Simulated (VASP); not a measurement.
# Pb (P6_3/mmc) in VASP: notebook

The runs below take Pb through relaxation of cell and atoms, single point, with PBEsol, r2SCANh.

All numbers are computed with VASP 6.6.1; they aren't measurements. Logs are shortened: lines on timing, memory, paths and dates and some standing lists are left out, and cuts for length are marked.

## Step 1: The cell of the first run

The structure is hexagonal, space group P6_3/mmc (No. 194). Conventional cell: a = 3.480 Å, b = 3.480 Å, c = 5.590 Å, α = 90.00°, β = 90.00°, γ = 120.00°. Within 4.5 Å of Pb (site symmetry -6m2) lie 12 Pb at 3.44 to 3.48 Å.

## Step 2: Relaxation of cell and atoms, PBEsol, target pressure 10 GPa, at which the enthalpy is minimised

INCAR

```
SYSTEM = Pb
ALGO = Normal ; EDIFF = 1E-6
EDIFFG = -0.01 ; ENCUT = 600
GGA = PS ; IBRION = 2
ISIF = 3 ; ISMEAR = -1
LASPH = .TRUE. ; LCHARG = .FALSE.
LREAL = .FALSE. ; LWAVE = .FALSE.
NELM = 80 ; NSW = 80
PREC = Accurate ; PSTRESS = 100.0
SIGMA = 0.05
```

KPOINTS

```
k-points
0
G
  9 9 5
  0 0 0
```

POSCAR

```
Pb
1.0
    3.4800000000      0.0000000000      0.0000000000
   -1.7400000000      3.0137684052      0.0000000000
    0.0000000000      0.0000000000      5.5900000000
Pb
2
Direct
    0.6666666667      0.3333333333      0.7500000000
    0.3333333333      0.6666666667      0.2500000000
```

Potentials or basis: VASP PAW PBE potentials, release 64 (Pb_d).

On the command line:

```bash
$ cat potpaw_PBE.64/Pb_d/POTCAR > POTCAR
$ mpirun -np 1 vasp_std > vasp.out
```

OUTCAR:

```text
SYSTEM = Pb
   EDIFF = 1E-6
   EDIFFG = -0.01
   ENCUT = 600
   GGA = PS
   IBRION = 2
   ISIF = 3
   ISMEAR = -1
   LASPH = .TRUE.
   LREAL = .FALSE.
   NELM = 80
   NSW = 80
   PREC = Accurate
   PSTRESS = 100.0

 ion  position               nearest neighbor table
   1  0.667  0.333  0.750-   2 3.44   2 3.44   2 3.44   2 3.44   2 3.44   2 3.44
   2  0.333  0.667  0.250-   1 3.44   1 3.44   1 3.44   1 3.44   1 3.44   1 3.44

  LATTYP: Found a hexagonal cell.
 ALAT       =     3.4800000000
 C/A-ratio  =     1.6063218391

  Lattice vectors:

 A1 = (   3.4800000000,   0.0000000000,   0.0000000000)
 A2 = (  -1.7400000000,   3.0137684052,   0.0000000000)
 A3 = (   0.0000000000,   0.0000000000,   5.5900000000)

Analysis of symmetry for initial positions (statically):
=====================================================================
 Subroutine PRICEL returns:
 Original cell was already a primitive cell.

 Routine SETGRP: Setting up the symmetry group for a
 hexagonal supercell.

 Subroutine GETGRP returns: Found 24 space group operations
 (whereof 12 operations were pure point group operations)
 out of a pool of 24 trial point group operations.

The static configuration has the point symmetry D_3d.
 The point group associated with its full space group is D_6h.

Analysis of symmetry for dynamics (positions and initial velocities):
=====================================================================
 Subroutine PRICEL returns:
 Original cell was already a primitive cell.

 Routine SETGRP: Setting up the symmetry group for a
 hexagonal supercell.

 Subroutine GETGRP returns: Found 24 space group operations
 (whereof 12 operations were pure point group operations)
 out of a pool of 24 trial point group operations.

The dynamic configuration has the point symmetry D_3d.
 The point group associated with its full space group is D_6h.

 Subroutine INISYM returns: Found 24 space group operations
 (whereof 12 operations are pure point group operations),
 and found     1 'primitive' translations

----------------------------------------------------------------------------------------

                                     Primitive cell

  volume of cell :      58.6274

  direct lattice vectors                    reciprocal lattice vectors
     3.480000000  0.000000000  0.000000000     0.287356322  0.165905250  0.000000000
    -1.740000000  3.013768405  0.000000000     0.000000000  0.331810500  0.000000000
     0.000000000  0.000000000  5.590000000     0.000000000  0.000000000  0.178890877

  length of vectors
[... 84 lines left out ...]
   EDIFFG = -.1E-01   stopping-criterion for IOM
   NSW    =     80    number of steps for IOM
   IBRION =      2    ionic relax: 0-MD 1-quasi-New 2-CG
   NFREE  =      1    steps in history (QN), initial steepest desc. (CG)
   ISIF   =      3    stress and relaxation
   ISYM   =      2    0-nonsym 1-usesym 2-fastsym
   POTIM  = 0.5000    time-step for ionic-motion
   TEBEG  =    0.0;   TEEND  =   0.0 temperature during run
   PSTRESS=  100.0 pullay stress
   NELECT =      28.0000    total number of electrons
   NUPDOWN=      -1.0000    fix difference up-down
   EMIN   =  10.00;   EMAX   =-10.00  energy-range for DOS
   EFERMI =   0.00;   METHOD = LEGACY
   ISMEAR =    -1;   SIGMA  =   0.05  broadening in eV -4-tet -1-fermi 0-gaus
   EFERMI_NEDOS =   21; number of points for ismear=-14 and -15
   IALGO  =     38    algorithm
   IMIX   =      4    mixing-type and parameters
     AMIX     =   0.40;   BMIX     =  1.00
     AMIX_MAG =   1.60;   BMIX_MAG =  1.00
  volume/ion in A,a.u.               =      29.31       197.82
  Fermi-wavevector in a.u.,A,eV,Ry     =   1.279658  2.418203 22.279870  1.637524
  Thomas-Fermi vector in A             =   2.412131
   LORBIT       =      0    0 simple, 1 ext, 2 COOP (PROOUT), +10 PAW based schemes
   GGA     = PS    functional components
   LHFCALC =     F    Hartree Fock is set to
   AEXX    =    0.0000 exact exchange contribution
   IVDW    =     0    specifies the selected vdW correction
   LEPSILON=     F    determine dielectric tensor
   LRPA    =     F    only Hartree local field effects (RPA)
 conjugate gradient relaxation of ions
 non-spin polarized calculation
  energy-cutoff  :      600.00
  volume of cell :       58.63
 maximum number of plane-waves:      1971
 NGX is ok and might be reduce to    28
   NGX = 13   NGY = 13   NGZ = 23

--------------------------------------- Ionic step        1  -------------------------------------------

 number of electron      27.9999996 magnetization

 Free energy of the ion-electron system (eV)
  ---------------------------------------------------
  ext. energy  EPLUGINS =         0.00000000
  ---------------------------------------------------
  free energy    TOTEN  =        -7.94616747 eV

  energy without entropy =       -7.93559528  energy(sigma->0) =       -7.94088137

------------------------ aborting loop because EDIFF is reached ----------------------------------------

  FORCE on cell =-STRESS in cart. coord.  units (eV):
  Direction    XX          YY          ZZ          XY          YZ          ZX
  --------------------------------------------------------------------------------------
  -------------------------------------------------------------------------------------
  Total       -0.0734392     -0.0734392      1.3125794      0.0000000      0.0000000      0.0000000
  in kB       -2.0069546     -2.0069546     35.8703188      0.0000000      0.0000000      0.0000000
  external PRESSURE =     -89.3811968 kB  Pullay stress =     100.0000000 kB
[... 25 lines left out ...]
--------------------------------------- Ionic step        2  -------------------------------------------

 number of electron      28.0000001 magnetization

 E-fermi :  10.5723     XC(G=0): -11.7694

 val. band max:       10.5637748404   @ k =   0.2222   0.0000   0.4000
 cond. band min:      10.5937660393   @ k =   0.2222   0.2222   0.2000
 fundamental gap:      0.0299911989
 Fermi energy:        10.5722697506

 k-point     1 :       0.0000    0.0000    0.0000
  band No.  band energies     occupation
      1      -6.8385      2.00000
      2      -6.6810      2.00000
      3      -6.6311      2.00000
      4      -6.6311      2.00000
      5      -6.5809      2.00000
      6      -6.5809      2.00000
[... 722 lines left out ...]
--------------------------------------- Ionic step        8  -------------------------------------------

 number of electron      28.0000001 magnetization

 Free energy of the ion-electron system (eV)
  ---------------------------------------------------
  ext. energy  EPLUGINS =         0.00000000
  ---------------------------------------------------
  free energy    TOTEN  =        -7.76011907 eV

  energy without entropy =       -7.74982944  energy(sigma->0) =       -7.75497425

 E-fermi :   8.8648     XC(G=0): -11.1405

 val. band max:        8.8602575391   @ k =   0.3333   0.3333   0.2000
 cond. band min:       8.8951277567   @ k =   0.2222   0.2222   0.2000
 fundamental gap:      0.0348702176
 Fermi energy:         8.8647845804

 k-point     1 :       0.0000    0.0000    0.0000
  band No.  band energies     occupation
      1      -8.2152      2.00000
      2      -8.1514      2.00000
      3      -8.1091      2.00000
      4      -8.1091      2.00000
      5      -8.0776      2.00000
      6      -8.0776      2.00000
[... 528 lines left out ...]
  energy  without entropy=       -7.7498294364  energy(sigma->0) =       -7.75497425

  enthalpy is  TOTEN    =        -4.5374348439 eV   P V=        3.2226842211

 reached required accuracy - stopping structural energy minimisation
```

CONTCAR:

```text
Pb
   1.00000000000000
     3.2745894938060296    0.0000000000000000   -0.0000000000000000
    -1.6372947469030148    2.8358776886376909    0.0000000000000000
     0.0000000000000000   -0.0000000000000000    5.5601175732094239
  Pb
     2
Direct
     0.6666666667000030    0.3333333332999970    0.7500000000000000
     0.3333333332999970    0.6666666667000030    0.2500000000000000

  0.00000000E+00  0.00000000E+00  0.00000000E+00
  0.00000000E+00  0.00000000E+00  0.00000000E+00
```

It took 1.8 min on 1 thread of AMD EPYC 9R45 (Zen 5), shared host; peak memory 0.19 GiB.

Results:

```yaml
Free_energy: -7.7601 eV
Relaxed_volume: 25.82 Å³/atom
Relaxed_cell: a = 3.275 Å, b = 3.275 Å, c = 5.560 Å, α = 90.00°, β = 90.00°, γ = 120.00°
Space_group_after_relaxing_to_0.05_Å: P6_3/mmc (No. 194)
Energy_change_on_relaxing_the_enthalpy_is_what_falls: +93.0 meV/atom
Ionic_steps: 8
Pressure_after_relaxing: 10.0 GPa
Band_gap_on_the_k_mesh: zero (band 14 reaches 16.09 eV, above the bottom of band 15 at 6.68 eV)
```

The path:
```csv
step,energy change (eV),largest force (eV/Å),pressure (GPa),volume (Å³)
1,0.0000,0.0000,1.06,58.63
2,0.7869,0.0000,24.23,45.80
3,0.2056,0.0000,10.13,51.53
4,0.2140,0.0000,10.37,51.40
5,0.1986,0.0000,10.29,51.45
6,0.1964,0.0000,10.31,51.47
7,0.1735,0.0000,9.64,51.84
8,0.1860,0.0000,10.00,51.63
```

Final structure:
```xyz
2
Lattice="3.2746 0.0000 0.0000 -1.6373 2.8359 0.0000 0.0000 0.0000 5.5601" Properties=species:S:1:pos:R:3 pbc="T T T"
Pb    1.6373    0.9453    4.1701
Pb    0.0000    1.8906    1.3900
```

Levels at points of the mesh, in eV from the Fermi level:
```tsv
k point	band 10	band 11	band 12	band 13	band 14	band 15	band 16	band 17	band 18
(0.00, 0.00, 0.00)	-16.57	-12.80	-8.53	-4.99	7.22	7.22	8.07	9.24	9.24
```

Caveat: the cell is relaxed towards a set pressure, so the enthalpy falls and the energy may rise; the PAW data sets were made with another functional, which shifts forces and pressure a little; spin-orbit coupling is left out, which moves the levels of the heavy elements.

## Step 3: Relaxation of cell and atoms, PBEsol, target pressure 20 GPa, at which the enthalpy is minimised

INCAR

```
PREC = Accurate
ENCUT = 600
EDIFF = 1E-6
ISMEAR = -1
SIGMA = 0.05
LREAL = False
LASPH = True
NELM = 100
ALGO = Normal
ISIF = 3
LWAVE = False
LCHARG = False
GGA = PS
IBRION = 2
NSW = 80
EDIFFG = -0.01
PSTRESS = 200.0
```

KPOINTS

```
regular mesh
0
Gamma
  9 9 5
```

POSCAR is that of step 2.

Potentials or basis: VASP PAW PBE potentials, release 64 (Pb_d).

On the command line:

```bash
$ cat potpaw_PBE.64/Pb_d/POTCAR > POTCAR
$ mpirun -np 1 vasp_std > vasp.out
```

OUTCAR:

```text
PREC = Accurate
   ENCUT = 600
   EDIFF = 1E-6
   ISMEAR = -1
   LREAL = False
   LASPH = True
   NELM = 100
   ISIF = 3
   GGA = PS
   IBRION = 2
   NSW = 80
   EDIFFG = -0.01
   PSTRESS = 200.0

 ion  position               nearest neighbor table
   1  0.667  0.333  0.750-   2 3.44   2 3.44   2 3.44   2 3.44   2 3.44   2 3.44
   2  0.333  0.667  0.250-   1 3.44   1 3.44   1 3.44   1 3.44   1 3.44   1 3.44

  LATTYP: Found a hexagonal cell.
 ALAT       =     3.4800000000
 C/A-ratio  =     1.6063218391

  Lattice vectors:

 A1 = (   3.4800000000,   0.0000000000,   0.0000000000)
 A2 = (  -1.7400000000,   3.0137684052,   0.0000000000)
 A3 = (   0.0000000000,   0.0000000000,   5.5900000000)

Analysis of symmetry for initial positions (statically):
=====================================================================
 Subroutine PRICEL returns:
 Original cell was already a primitive cell.

 Routine SETGRP: Setting up the symmetry group for a
 hexagonal supercell.

 Subroutine GETGRP returns: Found 24 space group operations
 (whereof 12 operations were pure point group operations)
 out of a pool of 24 trial point group operations.

The static configuration has the point symmetry D_3d.
 The point group associated with its full space group is D_6h.

Analysis of symmetry for dynamics (positions and initial velocities):
=====================================================================
 Subroutine PRICEL returns:
 Original cell was already a primitive cell.

 Routine SETGRP: Setting up the symmetry group for a
 hexagonal supercell.

 Subroutine GETGRP returns: Found 24 space group operations
 (whereof 12 operations were pure point group operations)
 out of a pool of 24 trial point group operations.

The dynamic configuration has the point symmetry D_3d.
 The point group associated with its full space group is D_6h.

 Subroutine INISYM returns: Found 24 space group operations
[... 126 lines left out ...]
   LEPSILON=     F    determine dielectric tensor
   LRPA    =     F    only Hartree local field effects (RPA)
 conjugate gradient relaxation of ions
 non-spin polarized calculation
  energy-cutoff  :      600.00
  volume of cell :       58.63
 maximum number of plane-waves:      1971
 NGX is ok and might be reduce to    28
   NGX = 13   NGY = 13   NGZ = 23

--------------------------------------- Ionic step        1  -------------------------------------------

 number of electron      27.9999996 magnetization

 Free energy of the ion-electron system (eV)
  ---------------------------------------------------
  ext. energy  EPLUGINS =         0.00000000
  ---------------------------------------------------
  free energy    TOTEN  =        -7.94616747 eV

  energy without entropy =       -7.93559528  energy(sigma->0) =       -7.94088137

------------------------ aborting loop because EDIFF is reached ----------------------------------------

  FORCE on cell =-STRESS in cart. coord.  units (eV):
  Direction    XX          YY          ZZ          XY          YZ          ZX
  --------------------------------------------------------------------------------------
  -------------------------------------------------------------------------------------
  Total       -0.0734392     -0.0734392      1.3125794      0.0000000      0.0000000      0.0000000
  in kB       -2.0069546     -2.0069546     35.8703188      0.0000000      0.0000000      0.0000000
  external PRESSURE =    -189.3811968 kB  Pullay stress =     200.0000000 kB
[... 63 lines left out ...]
--------------------------------------- Ionic step        3  -------------------------------------------

 number of electron      27.9999999 magnetization

 E-fermi :   9.9860     XC(G=0): -11.5204

 val. band max:        9.9705731062   @ k =   0.3333   0.3333   0.2000
 cond. band min:       9.9962315642   @ k =   0.1111   0.1111   0.4000
 fundamental gap:      0.0256584580
 Fermi energy:         9.9859624543

 k-point     1 :       0.0000    0.0000    0.0000
  band No.  band energies     occupation
      1      -7.3787      2.00000
      2      -7.2362      2.00000
      3      -7.2088      2.00000
      4      -7.2088      2.00000
      5      -7.1619      2.00000
      6      -7.1619      2.00000
[... 528 lines left out ...]
  energy  without entropy=       -7.4253557971  energy(sigma->0) =       -7.42996216

  enthalpy is  TOTEN    =        -1.4428899700 eV   P V=        5.9916785560

[... ionic steps 4 to 7 ...]

--------------------------------------- Ionic step        8  -------------------------------------------

 number of electron      27.9999997 magnetization

------------------------ aborting loop because EDIFF is reached ----------------------------------------
[... 71 lines left out ...]
--------------------------------------- Ionic step       10  -------------------------------------------

 number of electron      27.9999998 magnetization

 Free energy of the ion-electron system (eV)
  ---------------------------------------------------
  ext. energy  EPLUGINS =         0.00000000
  ---------------------------------------------------
  free energy    TOTEN  =        -7.35772825 eV

  energy without entropy =       -7.34611730  energy(sigma->0) =       -7.35192277

 E-fermi :  10.0746     XC(G=0): -11.6047

 val. band max:       10.0660279073   @ k =   0.2222   0.1111   0.2000
 cond. band min:      10.0767425046   @ k =   0.2222   0.2222   0.2000
 fundamental gap:      0.0107145973
 Fermi energy:        10.0745862433

 k-point     1 :       0.0000    0.0000    0.0000
  band No.  band energies     occupation
      1      -7.2025      2.00000
      2      -7.0832      2.00000
      3      -7.0307      2.00000
      4      -7.0307      2.00000
      5      -6.9880      2.00000
      6      -6.9880      2.00000
[... 528 lines left out ...]
  energy  without entropy=       -7.3461172956  energy(sigma->0) =       -7.35192277

  enthalpy is  TOTEN    =        -1.4621062844 eV   P V=        5.8956219697

 reached required accuracy - stopping structural energy minimisation
```

Wall time 2.2 min (1 thread of AMD EPYC 9R45 (Zen 5), shared host); peak memory 0.18 GiB.

Results:

```
Free energy                                            : -7.3577 eV
Relaxed volume                                         : 23.61 Å³/atom
Relaxed cell                                           : a = 3.183 Å, b = 3.183 Å, c = 5.384 Å, α = 90.00°, β = 90.00°, γ = 120.00°
Space group after relaxing (to 0.05 Å)                 : P6_3/mmc (No. 194)
Energy change on relaxing (the enthalpy is what falls) : +294.2 meV/atom
Ionic steps                                            : 10
Pressure after relaxing                                : 20.0 GPa
Band gap on the k mesh                                 : zero (band 14 reaches 17.87 eV, above the bottom of band 15 at 7.65 eV)
```

The path:
```tsv
step	energy change (eV)	largest force (eV/Å)	pressure (GPa)	volume (Å³)
1	0.0000	0.0000	1.06	58.63
2	5.0425	0.0000	110.09	33.85
3	0.5116	0.0000	17.72	48.00
4	0.5785	0.0000	19.28	47.41
5	0.6181	0.0000	20.17	47.09
6	0.6051	0.0000	20.28	47.11
7	0.6040	0.0000	20.37	47.11
8	0.6039	0.0000	20.34	47.11
9	0.5623	0.0000	19.41	47.44
10	0.5884	0.0000	20.00	47.23
```

Final structure:
```
Pb
1.0
     3.18267    0.00000    0.00000
    -1.59134    2.75627    0.00000
     0.00000    0.00000    5.38389
Pb
2
Direct
  0.66667 0.33333 0.75000
  0.33333 0.66667 0.25000
```

Caveat: the cell is relaxed towards a set pressure, so the enthalpy falls and the energy may rise; the volume moved by over 15 % at a fixed basis, so the end points are rough; the PAW data sets were made with another functional, which shifts forces and pressure a little; spin-orbit coupling is left out, which moves the levels of the heavy elements.

## Step 4: Relaxation of cell and atoms, PBEsol, target pressure 30 GPa, at which the enthalpy is minimised

INCAR

```
ALGO = Normal ; EDIFF = 1E-7
EDIFFG = -0.01 ; ENCUT = 600
GGA = PS ; IBRION = 2
ISIF = 3 ; ISMEAR = -1
LASPH = True ; LCHARG = False
LREAL = False ; LWAVE = False
NELM = 60 ; NSW = 80
PREC = Accurate ; PSTRESS = 300.0
SIGMA = 0.05
```

KPOINTS

```
k-points
0
Gamma
  9 9 5
```

POSCAR is that of step 3.

On the command line:

```bash
$ cat potpaw_PBE.64/Pb_d/POTCAR > POTCAR
$ mpirun -np 1 vasp_std > vasp.out
```

It took 3.3 min on 1 thread of AMD EPYC 9R45 (Zen 5), shared host; peak memory 0.19 GiB.

The run converged. Its results:

```yaml
Free_energy: -6.8882 eV
Relaxed_volume: 22.09 Å³/atom
Relaxed_cell: a = 3.123 Å, b = 3.123 Å, c = 5.231 Å, α = 90.00°, β = 90.00°, γ = 120.00°
Space_group_after_relaxing_to_0.05_Å: P6_3/mmc (No. 194)
Energy_change_on_relaxing_the_enthalpy_is_what_falls: +529.0 meV/atom
Ionic_steps: 11
Pressure_after_relaxing: 30.0 GPa
Band_gap_on_the_k_mesh: zero (band 14 reaches 19.18 eV, above the bottom of band 15 at 8.43 eV)
```

The path:
```csv
step,energy change (eV),largest force (eV/Å),pressure (GPa),volume (Å³)
1,0.0000,0.0000,1.06,58.63
2,18.4907,0.0000,405.17,24.18
3,0.7122,0.0000,22.17,46.40
4,0.8680,0.0000,25.57,45.35
5,1.0910,0.0000,30.30,44.06
6,1.0420,0.0000,29.27,44.33
7,1.0331,0.0000,29.43,44.32
8,1.0333,0.0000,29.47,44.32
9,1.0335,0.0000,29.49,44.32
10,1.1109,0.0000,31.10,43.91
11,1.0580,0.0000,30.00,44.19
```

Final structure:
```yaml
crystal:
  lattice:
    - [3.12310, 0.00000, 0.00000]
    - [-1.56155, 2.70469, 0.00000]
    - [0.00000, 0.00000, 5.23114]
  atoms:
    - { symbol: Pb, position: [0.66667, 0.33333, 0.75000] }
    - { symbol: Pb, position: [0.33333, 0.66667, 0.25000] }
```

Levels at points of the mesh, in eV from the Fermi level:
```csv
k point,band 11,band 12,band 13,band 14,band 15,band 16,band 17,band 18
"(0.00, 0.00, 0.00)",-14.25,-8.62,-5.97,8.07,8.07,9.34,9.67,10.62
```

Caveat: the cell is relaxed towards a set pressure, so the enthalpy falls and the energy may rise; the volume moved by over 15 % at a fixed basis, so the end points are rough; the PAW data sets were made with another functional, which shifts forces and pressure a little; spin-orbit coupling is left out, which moves the levels of the heavy elements.

(Part 1 of 2 ends here.)
